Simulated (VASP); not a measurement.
Here is a VASP 6.6.1 calculation.

File POSCAR:

```
ZnSe
1.0
    0.0000000000      2.8324246769      2.8324246769
    2.7879556095      0.0000000000      2.8324246769
    2.7879556095      2.8324246769      0.0000000000
Zn Se
1 1
Direct
    0.0000000000      0.0000000000      0.0000000000
    0.2500000000      0.2500000000      0.2500000000
```

Contents of INCAR.step1:

```
SYSTEM = ZnSe
ALGO = Normal
EDIFF = 1E-4
ENCUT = 520
GGA = PE
ISMEAR = 0
LASPH = .TRUE.
LCHARG = .FALSE.
LREAL = .FALSE.
LWAVE = .TRUE.
NBANDS = 16
NELM = 60
PREC = Accurate
SIGMA = 0.01
```

INCAR.step2

```
SYSTEM = ZnSe
ALGO = Normal
EDIFF = 1E-6
ENCUT = 520
ISIF = 2
ISMEAR = 0
ISTART = 1
LASPH = .TRUE.
LCHARG = .FALSE.
LMIXTAU = .TRUE.
LREAL = .FALSE.
LWAVE = .FALSE.
METAGGA = R2SCAN
NBANDS = 16
NELM = 60
PREC = Accurate
SIGMA = 0.01
```

The input KPOINTS:

```
k-points
0
G
  8 8 8
  0 0 0
```

Potentials or basis: VASP PAW PBE potentials, release 64 (Zn, Se).

The run is started by

```bash
$ cat potpaw_PBE.64/Zn/POTCAR potpaw_PBE.64/Se/POTCAR > POTCAR
$ cp INCAR.step1 INCAR
$ mpirun -np 1 vasp_std > vasp.out
$ cp INCAR.step2 INCAR
$ mpirun -np 1 vasp_std > vasp.out
```

**Question.** What does it give for the band gap on the k mesh?

**Answer.** 1.90 eV.

**Question.** Estimate the pressure.

**Answer.** 1.2 GPa.

Stress tensor (GPa, compression positive):
```
1.59 0.00 0.00
0.00 0.99 0.00
0.00 0.00 0.99
```

Caveat: the cell differs from its parent crystal (uniaxial x strain -1.6%); the PAW data sets were made with another functional, which shifts forces and pressure a little.
